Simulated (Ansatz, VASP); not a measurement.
## Mo in VASP and in Ansatz

```
Mo
1.0
    -1.56625    1.56625    1.56625
     1.56625   -1.56625    1.56625
     1.56625    1.56625   -1.56625
Mo
1
Direct
  0.00000 0.00000 0.00000
```

Alike in both runs: task single point; functional LDA; k mesh 20 × 20 × 20; occupations fermi-dirac, width 0.15 eV; no spin polarisation.

|  | VASP | Ansatz |
| --- | --- | --- |
| version | VASP 6.6.1 | Ansatz 0.2.0 |
| potentials or method | VASP PAW LDA potentials, release 64 (Mo_sv), cutoff 520 eV | scalar-relativistic, plane waves, PAW |
| valence electrons in the cell | 14 | 14 |

|  | VASP | Ansatz | Ansatz less VASP |
| --- | --- | --- | --- |
| gap on the k mesh at the Fermi level (eV) | none | none | - |
| pressure (GPa) | -4.4 | -5.5 | -1.14 |

LDA's correlation is that of Perdew and Zunger in VASP and of Perdew and Wang (1992) in Ansatz. A gap of «none» marks a metal or a gap that the smearing closes.
